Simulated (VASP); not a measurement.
## GaAs: single point with LDA

The system is GaAs.

```
CELL_PARAMETERS angstrom
2.82780 2.82780 0.00000
-2.82780 2.82780 0.00000
0.00000 2.82780 2.82780
ATOMIC_POSITIONS crystal
Ga 0.00000 0.00000 0.00000
As 0.75000 0.25000 0.50000
```

```json
{
  "Program": "VASP 6.6.1",
  "Task": "single point",
  "Functional": "LDA",
  "Potentials or basis": "VASP PAW LDA potentials, release 64 (Ga_d, As)",
  "Cutoff": "500 eV",
  "k mesh": "8 × 8 × 8",
  "Occupations": "gaussian, width 0.01 eV",
  "Spin": "no spin polarisation"
}
```

```
Pressure               : -1.7 GPa
Band gap on the k mesh : 0.32 eV, direct
```

Levels at points of the mesh, in eV from the valence-band top:
```tsv
k point	band 6	band 7	band 8	band 9	band 10	band 11	band 12	band 13
(0.00, 0.00, 0.00)	-12.76	0.00	0.00	0.00	0.32	3.67	3.67	3.67
(0.50, 0.00, 0.00)	-11.00	-6.69	-1.15	-1.15	0.86	4.58	4.58	7.56
(0.50, 0.50, 0.00)	-10.26	-6.87	-2.69	-2.69	1.34	1.55	10.03	10.03
```

Run time: 14 s on 1 thread of Intel Xeon 6975P-C, with other jobs on the host, peak memory 0.16 GiB.
